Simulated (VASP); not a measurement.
# Si2Bi2S (P-6m2) in VASP: a series of runs, part 2 of 2

VASP 6.6.1. The steps go on from the part before.

## Step 3: Single point, PBE

This run uses another cell than the first one, of 22.68 Å³/atom.

File INCAR:

```
SYSTEM = Si2Bi2S
  PREC = Accurate
  ENCUT = 520
  EDIFF = 1E-6
  ISMEAR = 0
  SIGMA = 0.1
  LREAL = .FALSE.
  LASPH = .TRUE.
  NELM = 60
  ALGO = Normal
  ISIF = 2
  LWAVE = .FALSE.
  LCHARG = .FALSE.
  GGA = PE
  NBANDS = 30
```

File KPOINTS:

```
regular mesh
0
G
  6 6 4
  0 0 0
```

File POSCAR:

```
Si2Bi2S
1.0
    4.2168138800      0.0000000000      0.0000000000
   -2.1084069400      3.6518679400      0.0000000000
    0.0000000000      0.0000000000      7.3637217800
Si Bi S
2 2 1
Direct
    0.0000000000      0.0000000000      0.8584766100
    0.0000000000      0.0000000000      0.1415233900
    0.3333333300      0.6666666700      0.0000000000
    0.0000000000      0.0000000000      0.5000000000
    0.6666666700      0.3333333300      0.0000000000
```

Potentials or basis: VASP PAW PBE potentials, release 64 (Si, Bi_d, S).

On the command line:

```sh
$ cat potpaw_PBE.64/Si/POTCAR potpaw_PBE.64/Bi_d/POTCAR potpaw_PBE.64/S/POTCAR > POTCAR
$ mpirun -np 1 vasp_std > vasp.out
```

OUTCAR:

```text
SYSTEM = Si2Bi2S
   PREC = Accurate
   ENCUT = 520
   EDIFF = 1E-6
   ISMEAR = 0
   LREAL = .FALSE.
   LASPH = .TRUE.
   NELM = 60
   ISIF = 2
   GGA = PE

 ion  position               nearest neighbor table
   1  0.000  0.000  0.858-   2 2.08   4 2.64   3 2.65   5 2.65   3 2.65   5 2.65   5 2.65   3 2.65

   2  0.000  0.000  0.142-   1 2.08   4 2.64   3 2.65   5 2.65   3 2.65   5 2.65   5 2.65   3 2.65

   3  0.333  0.667  0.000-   5 2.43   5 2.43   5 2.43   1 2.65   2 2.65   2 2.65   1 2.65   2 2.65
                             1 2.65
   4  0.000  0.000  0.500-   1 2.64   2 2.64
   5  0.667  0.333  0.000-   3 2.43   3 2.43   3 2.43   1 2.65   2 2.65   1 2.65   2 2.65   1 2.65
                             2 2.65
[... 893 lines left out ...]
  -------------------------------------------------------------------------------------
  Total       27.4415467     27.4415466     17.8457170      0.0000000     -0.0000000      0.0000000
  in kB      387.7236564    387.7236557    252.1434651      0.0000000     -0.0000000      0.0000000
  external PRESSURE =     342.5302590 kB  Pullay stress =       0.0000000 kB

 VOLUME and BASIS-vectors are now :
 -----------------------------------------------------------------------------
  energy-cutoff  :      520.00
  volume of cell :      113.40
      direct lattice vectors                 reciprocal lattice vectors
     4.216813880  0.000000000  0.000000000     0.237145871  0.136916233  0.000000000
    -2.108406940  3.651867940  0.000000000     0.000000000  0.273832465  0.000000000
     0.000000000  0.000000000  7.363721780     0.000000000  0.000000000  0.135800894

 POSITION                                       TOTAL-FORCE (eV/Angst)
 -----------------------------------------------------------------------------------
      0.00000      0.00000      6.32158         0.000000      0.000000     -4.476604
      0.00000      0.00000      1.04214         0.000000      0.000000      4.476604
     -0.00000      2.43458      0.00000        -0.000000     -0.000000      0.000000
      0.00000      0.00000      3.68186         0.000000     -0.000000      0.000000
      2.10841      1.21729      0.00000         0.000000     -0.000000      0.000000
 -----------------------------------------------------------------------------------
    total drift:                                0.000009     -0.000005     -0.000000

  FREE ENERGIE OF THE ION-ELECTRON SYSTEM (eV)
  ---------------------------------------------------
  free  energy   TOTEN  =       -14.3757289985 eV

  energy  without entropy=      -14.3636786348  energy(sigma->0) =      -14.36970382
```

stdout:

```text
POSCAR found type information on POSCAR SiBiS
 POSCAR found :  3 types and       5 ions
 scaLAPACK will be used
 LDA part: xc-table for (Slater+PW92), standard interpolation
 POSCAR, INCAR and KPOINTS ok, starting setup
 FFT: planning ... GRIDC
 FFT: planning ... GRID_SOFT
 FFT: planning ... GRID
 WAVECAR not read
 entering main loop
```

Run time: 1.8 min. Hardware: 1 thread of Intel Xeon 8259CL, shared host; peak memory 0.26 GiB.

What came out:

```yaml
Free_energy: -14.3757 eV
Pressure: 34.3 GPa
Largest_force: 4.477 eV/Å
Band_gap_on_the_k_mesh: zero (bands 22 and 23 overlap by 2.22 eV)
```

Forces in eV/Å, atoms in the order of the input:
```
Si   0.000  0.000 -4.477
Si   0.000  0.000  4.477
Bi   0.000  0.000  0.000
Bi   0.000  0.000  0.000
S    0.000  0.000  0.000
```

Levels at points of the mesh, in eV from the Fermi level:
```
           k point  band 19  band 20  band 21  band 22  band 23  band 24  band 25  band 26
(0.00, 0.00, 0.00)    -4.50    -3.07    -1.04     1.09     1.18     1.18     1.56     1.56
(0.50, 0.00, 0.00)    -1.77    -0.66     0.00     0.25     0.41     1.25     1.83     2.14
(0.00, 0.00, 0.50)    -4.48    -4.41    -0.73     0.29     0.29     2.45     3.13     3.13
(0.50, 0.00, 0.50)    -1.95    -0.62    -0.58    -0.33     1.05     1.64     2.33     3.08
```

Caveat: the stress differs along the axes, from 25 to 39 GPa; spin-orbit coupling is left out, which moves the levels of the heavy elements; forces of over 1 eV/Å act on the atoms, so gaps and moduli don't describe the material at rest.

## Step 4: Single point, PBE

File INCAR:

```
SYSTEM = Si2Bi2S
ALGO = Normal ; EDIFF = 1E-7
ENCUT = 520 ; GGA = PE
ISIF = 2 ; ISMEAR = 0
LASPH = .True. ; LCHARG = .True.
LELF = .True. ; LREAL = .False.
LVHAR = .True. ; LWAVE = .False.
NBANDS = 30 ; NELM = 100
PREC = Accurate ; SIGMA = 0.1
```

File KPOINTS:

```
k-points
0
Gamma
  6 6 4
  0 0 0
```

File POSCAR:

```
Si2Bi2S
1.0
    4.9285377205      0.0000000000      0.0000000000
   -2.4642688602      4.2682388695      0.0000000000
    0.0000000000      0.0000000000      7.8662801946
Si Bi S
2 2 1
Direct
    0.0000000000      0.0000000000      0.8503241687
    0.0000000000      0.0000000000      0.1496758313
    0.3333333333      0.6666666667      0.0000000000
    0.0000000000      0.0000000000      0.5000000000
    0.6666666667      0.3333333333      0.0000000000
```

On the command line:

```sh
$ cat potpaw_PBE.64/Si/POTCAR potpaw_PBE.64/Bi_d/POTCAR potpaw_PBE.64/S/POTCAR > POTCAR
$ mpirun -np 1 vasp_std > vasp.out
```

Wall time 3.8 min (1 thread of Intel Xeon 8259CL, shared host); peak memory 0.35 GiB.

Results (log left out):

| Item | Value |
| --- | --- |
| Free energy | -18.7046 eV |
| Pressure | 0.1 GPa |
| Largest force | 0.006 eV/Å |
| Band gap on the k mesh | zero (bands 22 and 23 overlap by 1.03 eV) |

Forces on the atoms (eV/Å):
```
Si   0.000  0.000  0.006
Si   0.000  0.000 -0.006
Bi   0.000  0.000  0.000
Bi   0.000  0.000  0.000
S    0.000  0.000  0.000
```

Stress tensor (GPa, compression positive):
```
 0.16  0.00  0.00
 0.00  0.16  0.00
 0.00  0.00 -0.03
```

Levels at points of the mesh, in eV from the Fermi level:
| k point | band 20 | band 21 | band 22 | band 23 | band 24 | band 25 |
| --- | --- | --- | --- | --- | --- | --- |
| (0.00, 0.00, 0.00) | -2.11 | -0.43 | 0.65 | 0.75 | 0.75 | 1.34 |
| (0.50, 0.00, 0.00) | -0.90 | -0.04 | -0.04 | 0.55 | 0.86 | 0.89 |
| (0.00, 0.00, 0.50) | -2.71 | -1.05 | 0.01 | 0.01 | 1.33 | 2.62 |
| (0.50, 0.00, 0.50) | -0.80 | -0.42 | -0.10 | -0.01 | 0.99 | 2.22 |

Caveat: spin-orbit coupling is left out, which moves the levels of the heavy elements.

## Step 5: The runs side by side

```csv
task,cell,k mesh,cutoff (eV),gap on the mesh (eV),pressure (GPa),largest force (eV/Å)
relaxation of cell and atoms,"relaxed from a = 4.929, b = 4.929, c = 7.866 Å, angles 90.0, 90.0, 120.0°, 5 atoms, atomic positions A",12 × 12 × 6,600,none,0.0,-
single point,"a = 4.217, b = 4.217, c = 7.364 Å, angles 90.0, 90.0, 120.0°, 5 atoms, atomic positions B",6 × 6 × 4,520,none,34.3,4.48
single point,"a = 4.929, b = 4.929, c = 7.866 Å, angles 90.0, 90.0, 120.0°, 5 atoms, atomic positions A",6 × 6 × 4,520,none,0.1,0.01
```

Alike in all rows: level PBE; potentials or basis VASP PAW PBE potentials, release 64 (Si, Bi_d, S); no spin polarisation; smearing gaussian 0.1 eV.

Caveats: spin-orbit coupling is left out, which moves the levels of the heavy elements; the stress differs along the axes, from 25 to 39 GPa (at least some runs); forces of over 1 eV/Å act on the atoms, so gaps and moduli don't describe the material at rest (at least some runs).

Total energies depend on the potentials used, so only differences within one code and one set of settings carry meaning.
